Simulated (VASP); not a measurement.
# TeAs (Fm-3m) in VASP: notebook

TeAs is run at these levels: LDA; tasks: single point.

Program: VASP 6.6.1. These are calculated values, not measurements. Logs are shortened: lines on timing, memory, paths and dates and some standing lists are left out, and cuts for length are marked.

## 1. The cell of the first run

It takes space group Fm-3m (No. 225, cubic). Conventional cell: a = 5.935 Å, b = 5.935 Å, c = 5.935 Å, α = 90.00°, β = 90.00°, γ = 90.00°. Te (site symmetry m-3m) has 6 As at 2.97 Å within 3.9 Å. Within 3.9 Å of As (site symmetry m-3m) lie 6 Te at 2.97 Å.

## 2. Single point, LDA

The input, INCAR:

```
PREC = Accurate
ENCUT = 500
EDIFF = 1E-6
ISMEAR = 1
SIGMA = 0.1
LREAL = False
LASPH = True
NELM = 120
ALGO = Normal
ISIF = 2
LWAVE = False
LCHARG = False
GGA = CA
NBANDS = 12
GGA_COMPAT = False
```

The input, KPOINTS:

```
Automatic mesh
0
Gamma
  6 6 6
```

The input, POSCAR:

```
TeAs
1.0
    0.0000000000      2.9676670000      2.9676670000
    2.9676670000      0.0000000000      2.9676670000
    2.9676670000      2.9676670000      0.0000000000
Te As
1 1
Direct
    0.5000000000      0.5000000000      0.5000000000
    0.0000000000      0.0000000000      0.0000000000
```

Potentials or basis: VASP PAW LDA potentials, release 64 (Te, As).

Started as:

```console
cat potpaw_LDA.64/Te/POTCAR potpaw_LDA.64/As/POTCAR > POTCAR
mpirun -np 1 vasp_std > vasp.out
```

OUTCAR:

```text
PREC = Accurate
   ENCUT = 500
   EDIFF = 1E-6
   ISMEAR = 1
   LREAL = False
   LASPH = True
   NELM = 120
   ISIF = 2
   GGA = CA

 ion  position               nearest neighbor table
   1  0.500  0.500  0.500-   2 2.97   2 2.97   2 2.97   2 2.97   2 2.97   2 2.97
   2  0.000  0.000  0.000-   1 2.97   1 2.97   1 2.97   1 2.97   1 2.97   1 2.97

  LATTYP: Found a face centered cubic cell.
 ALAT       =     5.9353340000

  Lattice vectors:

 A1 = (   0.0000000000,   2.9676670000,   2.9676670000)
 A2 = (   2.9676670000,   0.0000000000,   2.9676670000)
 A3 = (   2.9676670000,   2.9676670000,   0.0000000000)

Analysis of symmetry for initial positions (statically):
=====================================================================
 Subroutine PRICEL returns:
 Original cell was already a primitive cell.

 Routine SETGRP: Setting up the symmetry group for a
 face centered cubic supercell.

 Subroutine GETGRP returns: Found 48 space group operations
 (whereof 48 operations were pure point group operations)
 out of a pool of 48 trial point group operations.

The static configuration has the point symmetry O_h .

Analysis of symmetry for dynamics (positions and initial velocities):
=====================================================================
 Subroutine PRICEL returns:
 Original cell was already a primitive cell.

 Routine SETGRP: Setting up the symmetry group for a
 face centered cubic supercell.

 Subroutine GETGRP returns: Found 48 space group operations
 (whereof 48 operations were pure point group operations)
 out of a pool of 48 trial point group operations.

The dynamic configuration has the point symmetry O_h .

 Subroutine INISYM returns: Found 48 space group operations
 (whereof 48 operations are pure point group operations),
 and found     1 'primitive' translations

----------------------------------------------------------------------------------------

                                     Primitive cell

  volume of cell :      52.2728

  direct lattice vectors                    reciprocal lattice vectors
     0.000000000  2.967667000  2.967667000    -0.168482515  0.168482515  0.168482515
     2.967667000  0.000000000  2.967667000     0.168482515 -0.168482515  0.168482515
     2.967667000  2.967667000  0.000000000     0.168482515  0.168482515 -0.168482515

  length of vectors
     4.196914920  4.196914920  4.196914920     0.291820276  0.291820276  0.291820276

  position of ions in fractional coordinates (direct lattice)
     0.500000000  0.500000000  0.500000000
     0.000000000  0.000000000  0.000000000

  ion indices of the primitive-cell ions
   primitive index   ion index
                 1           1
                 2           2

----------------------------------------------------------------------------------------

 KPOINTS: Automatic mesh

Automatic generation of k-mesh.
 Grid dimensions read from file:
 generate k-points for:    6    6    6

 Generating k-lattice:

  Cartesian coordinates                     Fractional coordinates (reciprocal lattice)
    -0.028080419  0.028080419  0.028080419     0.166666667  0.000000000  0.000000000
     0.028080419 -0.028080419  0.028080419     0.000000000  0.166666667  0.000000000
     0.028080419  0.028080419 -0.028080419     0.000000000  0.000000000  0.166666667

  Length of vectors
     0.048636713  0.048636713  0.048636713

  Shift w.r.t. Gamma in fractional coordinates (k-lattice)
     0.000000000  0.000000000  0.000000000

 Subroutine IBZKPT returns following result:
 ===========================================

 Found     16 irreducible k-points:

 Following reciprocal coordinates:
            Coordinates               Weight
  0.000000  0.000000  0.000000      1.000000
  0.166667  0.000000  0.000000      8.000000
  0.333333  0.000000  0.000000      8.000000
  0.500000  0.000000  0.000000      4.000000
  0.166667  0.166667  0.000000      6.000000
  0.333333  0.166667  0.000000     24.000000
[... 8 lines left out ...]
 -0.333333  0.333333  0.166667     24.000000
 -0.333333  0.500000  0.166667     12.000000
   k-points           NKPTS =     16   k-points in BZ     NKDIM =     16   number of bands    NBANDS=     12
   number of dos      NEDOS =    301   number of ions     NIONS =      2
   total plane-waves  NPLWV =  32768
   dimension x,y,z NGX =    32 NGY =   32 NGZ =   32
   dimension x,y,z NGXF=    64 NGYF=   64 NGZF=   64
   ions per type =               1   1
   NGX,Y,Z   is equivalent  to a cutoff of  12.68, 12.68, 12.68 a.u.
   NGXF,Y,Z  is equivalent  to a cutoff of  25.35, 25.35, 25.35 a.u.
 SYSTEM =  unknown system
   PREC   = accura    normal or accurate (medium, high low for compatibility)
   ISTART =      0    job   : 0-new  1-cont  2-samecut
   ICHARG =      2    charge: 1-file 2-atom 10-const
   ISPIN  =      1    spin polarized calculation?
   LNONCOLLINEAR =      F non collinear calculations
   LSORBIT =      F    spin-orbit coupling
   LASPH  =      T    aspherical Exc in radial PAW
   ENCUT  =  500.0 eV  36.75 Ry    6.06 a.u.   7.65  7.65  7.65*2*pi/ulx,y,z
   NELM   =    120;   NELMIN=  2; NELMDL= -5     # of ELM steps
   EDIFF  = 0.1E-05   stopping-criterion for ELM
   LREAL  =      F    real-space projection
   EDIFFG = 0.1E-04   stopping-criterion for IOM
   NSW    =      0    number of steps for IOM
   IBRION =     -1    ionic relax: 0-MD 1-quasi-New 2-CG
   NFREE  =      0    steps in history (QN), initial steepest desc. (CG)
   ISIF   =      2    stress and relaxation
   ISYM   =      2    0-nonsym 1-usesym 2-fastsym
   POTIM  = 0.5000    time-step for ionic-motion
   TEBEG  =    0.0;   TEEND  =   0.0 temperature during run
   PSTRESS=    0.0 pullay stress
   NELECT =      11.0000    total number of electrons
   NUPDOWN=      -1.0000    fix difference up-down
   EMIN   =  10.00;   EMAX   =-10.00  energy-range for DOS
   EFERMI =   0.00;   METHOD = LEGACY
   ISMEAR =     1;   SIGMA  =   0.10  broadening in eV -4-tet -1-fermi 0-gaus
   EFERMI_NEDOS =   21; number of points for ismear=-14 and -15
   IALGO  =     38    algorithm
   IMIX   =      4    mixing-type and parameters
     AMIX     =   0.40;   BMIX     =  1.00
     AMIX_MAG =   1.60;   BMIX_MAG =  1.00
  volume/ion in A,a.u.               =      26.14       176.38
  Fermi-wavevector in a.u.,A,eV,Ry     =   0.973749  1.840120 12.900881  0.948188
  Thomas-Fermi vector in A             =   2.104154
   LORBIT       =      0    0 simple, 1 ext, 2 COOP (PROOUT), +10 PAW based schemes
   GGA     = CA    functional components
   LHFCALC =     F    Hartree Fock is set to
   AEXX    =    0.0000 exact exchange contribution
   IVDW    =     0    specifies the selected vdW correction
   LEPSILON=     F    determine dielectric tensor
   LRPA    =     F    only Hartree local field effects (RPA)
 non-spin polarized calculation
 Methfessel and Paxton  Order N= 1 SIGMA  =   0.10
  energy-cutoff  :      500.00
  volume of cell :       52.27
 maximum number of plane-waves:      1363
 NGX is ok and might be reduce to    32
   NGX = 15   NGY = 15   NGZ = 15

 number of electron      11.0000000 magnetization

 Free energy of the ion-electron system (eV)
  ---------------------------------------------------
  ext. energy  EPLUGINS =         0.00000000
  ---------------------------------------------------
  free energy    TOTEN  =        -9.04415227 eV

  energy without entropy =       -9.04398747  energy(sigma->0) =       -9.04409734

 E-fermi :   6.2889     XC(G=0):  -9.9666

 val. band max:        6.0812866532   @ k =   0.3333   0.0000   0.0000
 cond. band min:       6.3475604691   @ k =  -0.3333   0.1667   0.0000
 fundamental gap:      0.2662738159
 Fermi energy:         6.2888755014

 k-point     1 :       0.0000    0.0000    0.0000
  band No.  band energies     occupation
      1      -7.8994      2.00000
      2      -0.7997      2.00000
      3       3.7566      2.00000
      4       3.7566      2.00000
      5       3.7566      2.00000
      6       8.6006      0.00000
      7       8.6006      0.00000
      8       8.6006      0.00000
      9      11.2868      0.00000
     10      11.2868      0.00000
     11      11.2868      0.00000
     12      13.3342      0.00000

 k-point     2 :       0.1667    0.0000    0.0000
  band No.  band energies     occupation
      1      -7.5986      2.00000
      2      -1.6882      2.00000
      3       3.8294      2.00000
      4       3.8294      2.00000
      5       4.1226      2.00000
      6       7.5982     -0.00000
      7       7.5982     -0.00000
      8       7.7544     -0.00000
      9      11.2631      0.00000
     10      11.8878      0.00000
     11      11.8878      0.00000
     12      14.8788      0.00000

 k-point     3 :       0.3333    0.0000    0.0000
  band No.  band energies     occupation
      1      -6.7180      2.00000
      2      -3.4655      2.00000
      3       4.1324      2.00000
      4       4.1324      2.00000
      5       4.6320      2.00000
      6       6.0813      2.01242
      7       6.0813      2.01242
      8       6.4540     -0.04141
      9      12.4306      0.00000
     10      13.5839      0.00000
     11      13.5839      0.00000
     12      17.0251      0.00000
[... 166 lines left out ...]
 k-point    15 :      -0.3333    0.3333    0.1667
  band No.  band energies     occupation
      1      -5.1905      2.00000
      2      -4.5931      2.00000
      3       1.2996      2.00000
      4       1.3052      2.00000
      5       5.0617      2.00000
      6       5.5953      2.00000
      7       9.8270      0.00000
      8       9.9726      0.00000
      9      12.1485      0.00000
     10      12.2101      0.00000
     11      16.9258      0.00000
     12      17.2020      0.00000

 k-point    16 :      -0.3333    0.5000    0.1667
  band No.  band energies     occupation
      1      -5.2946      2.00000
      2      -4.0524      2.00000
      3       0.2757      2.00000
      4       1.2397      2.00000
      5       3.6959      2.00000
      6       7.4253     -0.00000
      7      10.0358      0.00000
      8      10.6611      0.00000
      9      11.4268      0.00000
     10      13.6341      0.00000
     11      16.5876      0.00000
     12      17.9785      0.00000

------------------------ aborting loop because EDIFF is reached ----------------------------------------

  FORCE on cell =-STRESS in cart. coord.  units (eV):
  Direction    XX          YY          ZZ          XY          YZ          ZX
  --------------------------------------------------------------------------------------
  -------------------------------------------------------------------------------------
  Total       -1.5205806     -1.5205806     -1.5205806     -0.0000000     -0.0000000      0.0000000
  in kB      -46.6062904    -46.6062904    -46.6062904     -0.0000000     -0.0000000      0.0000000
  external PRESSURE =     -46.6062904 kB  Pullay stress =       0.0000000 kB

 VOLUME and BASIS-vectors are now :
 -----------------------------------------------------------------------------
  energy-cutoff  :      500.00
  volume of cell :       52.27
      direct lattice vectors                 reciprocal lattice vectors
     0.000000000  2.967667000  2.967667000    -0.168482515  0.168482515  0.168482515
     2.967667000  0.000000000  2.967667000     0.168482515 -0.168482515  0.168482515
     2.967667000  2.967667000  0.000000000     0.168482515  0.168482515 -0.168482515

 POSITION                                       TOTAL-FORCE (eV/Angst)
 -----------------------------------------------------------------------------------
      2.96767      2.96767      2.96767        -0.000000      0.000000     -0.000000
      0.00000      0.00000      0.00000         0.000000      0.000000      0.000000
 -----------------------------------------------------------------------------------
    total drift:                                0.000000     -0.000000     -0.000000

  FREE ENERGIE OF THE ION-ELECTRON SYSTEM (eV)
  ---------------------------------------------------
  free  energy   TOTEN  =        -9.0441522729 eV

  energy  without entropy=       -9.0439874673  energy(sigma->0) =       -9.04409734
```

It took 7.7 s on 1 thread of Intel Xeon 8259CL, shared host; peak memory 0.15 GiB.

Results:

```yaml
Free_energy: -9.0442 eV
Pressure: -4.7 GPa
Band_gap_on_the_k_mesh: zero (an odd number of electrons rules out a gap without spin polarisation)
```

Caveat: the cell stands under tension; spin-orbit coupling is left out, which moves the levels of the heavy elements.

## 3. Single point, LDA

The input, INCAR:

```
SYSTEM = TeAs
PREC = Accurate
ENCUT = 500
EDIFF = 1E-6
ISMEAR = 1
SIGMA = 0.1
LREAL = .FALSE.
LASPH = .TRUE.
NELM = 120
ALGO = Normal
ISIF = 2
LWAVE = .FALSE.
LCHARG = .FALSE.
NBANDS = 12
GGA_COMPAT = .FALSE.
```

The input, KPOINTS:

```
regular mesh
0
G
  6 6 6
  0 0 0
```

POSCAR is that of step 2.

Potentials or basis: VASP PAW LDA potentials, release 64 (Te, As).

Started as:

```console
cat potpaw_LDA.64/Te/POTCAR potpaw_LDA.64/As/POTCAR > POTCAR
mpirun -np 1 vasp_std > vasp.out
```

OUTCAR:

```text
SYSTEM = TeAs
   PREC = Accurate
   ENCUT = 500
   EDIFF = 1E-6
   ISMEAR = 1
   LREAL = .FALSE.
   LASPH = .TRUE.
   NELM = 120
   ISIF = 2

 ion  position               nearest neighbor table
   1  0.500  0.500  0.500-   2 2.97   2 2.97   2 2.97   2 2.97   2 2.97   2 2.97
   2  0.000  0.000  0.000-   1 2.97   1 2.97   1 2.97   1 2.97   1 2.97   1 2.97

  LATTYP: Found a face centered cubic cell.
 ALAT       =     5.9353340000

  Lattice vectors:

 A1 = (   0.0000000000,   2.9676670000,   2.9676670000)
 A2 = (   2.9676670000,   0.0000000000,   2.9676670000)
 A3 = (   2.9676670000,   2.9676670000,   0.0000000000)

Analysis of symmetry for initial positions (statically):
=====================================================================
 Subroutine PRICEL returns:
 Original cell was already a primitive cell.

 Routine SETGRP: Setting up the symmetry group for a
 face centered cubic supercell.

 Subroutine GETGRP returns: Found 48 space group operations
 (whereof 48 operations were pure point group operations)
 out of a pool of 48 trial point group operations.

The static configuration has the point symmetry O_h .

Analysis of symmetry for dynamics (positions and initial velocities):
=====================================================================
[... 167 lines left out ...]
      9      11.2868      0.00000
     10      11.2868      0.00000
     11      11.2868      0.00000
     12      13.3342      0.00000
[... 211 lines left out ...]
 k-point    16 :      -0.3333    0.5000    0.1667
  band No.  band energies     occupation
      1      -5.2946      2.00000
      2      -4.0524      2.00000
      3       0.2757      2.00000
      4       1.2397      2.00000
      5       3.6959      2.00000
      6       7.4253     -0.00000
      7      10.0358      0.00000
      8      10.6611      0.00000
      9      11.4268      0.00000
     10      13.6341      0.00000
     11      16.5876      0.00000
     12      17.9785      0.00000

------------------------ aborting loop because EDIFF is reached ----------------------------------------

  FORCE on cell =-STRESS in cart. coord.  units (eV):
  Direction    XX          YY          ZZ          XY          YZ          ZX
  --------------------------------------------------------------------------------------
  -------------------------------------------------------------------------------------
  Total       -1.5205806     -1.5205806     -1.5205806     -0.0000000     -0.0000000      0.0000000
  in kB      -46.6062904    -46.6062904    -46.6062904     -0.0000000     -0.0000000      0.0000000
  external PRESSURE =     -46.6062904 kB  Pullay stress =       0.0000000 kB

 VOLUME and BASIS-vectors are now :
 -----------------------------------------------------------------------------
  energy-cutoff  :      500.00
  volume of cell :       52.27
      direct lattice vectors                 reciprocal lattice vectors
     0.000000000  2.967667000  2.967667000    -0.168482515  0.168482515  0.168482515
     2.967667000  0.000000000  2.967667000     0.168482515 -0.168482515  0.168482515
     2.967667000  2.967667000  0.000000000     0.168482515  0.168482515 -0.168482515

 POSITION                                       TOTAL-FORCE (eV/Angst)
 -----------------------------------------------------------------------------------
      2.96767      2.96767      2.96767        -0.000000      0.000000     -0.000000
      0.00000      0.00000      0.00000         0.000000      0.000000      0.000000
 -----------------------------------------------------------------------------------
    total drift:                                0.000000     -0.000000     -0.000000

  FREE ENERGIE OF THE ION-ELECTRON SYSTEM (eV)
  ---------------------------------------------------
  free  energy   TOTEN  =        -9.0441522729 eV

  energy  without entropy=       -9.0439874673  energy(sigma->0) =       -9.04409734
```

It took 7.6 s on 1 thread of Intel Xeon 8259CL, shared host; peak memory 0.15 GiB.

What came out:

```
Free energy            : -9.0442 eV
Pressure               : -4.7 GPa
Band gap on the k mesh : zero (an odd number of electrons rules out a gap without spin polarisation)
```

Caveat: the cell stands under tension; spin-orbit coupling is left out, which moves the levels of the heavy elements.

The gap in the log of VASP goes by the Fermi energy; the results here count the filled bands.